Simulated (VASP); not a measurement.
Wanted: the native input for a VASP 6.6.1 run.

```
Task                   : single point
Functional             : PBE
Dispersion             : D3(BJ)
Potentials or basis    : VASP PAW PBE potentials, release 64 (C)
Cutoff                 : 520 eV
k mesh                 : 15 × 15 × 15
Occupations            : gaussian, width 0.05 eV
Spin                   : no spin polarisation
Dipole correction      : no
Further INCAR settings : ALGO = Normal; EDIFF = 1e-06; NBANDS = 11
```

The structure of C lies in POSCAR:

```
C
1.0
    1.2324809262      0.7115731945      3.3609366220
   -1.2324809262      0.7115731945      3.3609366220
    0.0000000000     -1.4231463891      3.3609366220
C
2
Direct
    0.1701537174      0.1701537174      0.1806937434
    0.8298462826      0.8298462826      0.8193062566
```

This cell differs from its parent crystal: atoms displaced along several vibrational modes.

One way to write it, as run:

INCAR

```
  PREC = Accurate
  ENCUT = 520
  EDIFF = 1E-6
  ISMEAR = 0
  SIGMA = 0.05
  LREAL = F
  LASPH = T
  NELM = 60
  ALGO = Normal
  ISIF = 2
  LWAVE = F
  LCHARG = F
  GGA = PE
  IVDW = 12
  NBANDS = 11
```

KPOINTS

```
regular mesh
0
Gamma
  15 15 15
```

Potentials or basis: VASP PAW PBE potentials, release 64 (C).

Command:

```sh
$ cat potpaw_PBE.64/C/POTCAR > POTCAR
$ mpirun -np 1 vasp_std > vasp.out
```

It gave:

* Pressure: -0.2 GPa
* Largest force: 2.838 eV/Å
* Dispersion energy per atom: -0.156 eV

Caveat: the cell differs from its parent crystal (atoms displaced along several vibrational modes); the stress differs along the axes, from -3 to 4 GPa; forces of over 1 eV/Å act on the atoms, so gaps and moduli don't describe the material at rest.

Run time: 2.2 min on 1 thread of AMD EPYC 9R45 96-Core Processor (Zen 5), on a shared host, peak memory 0.24 GiB.
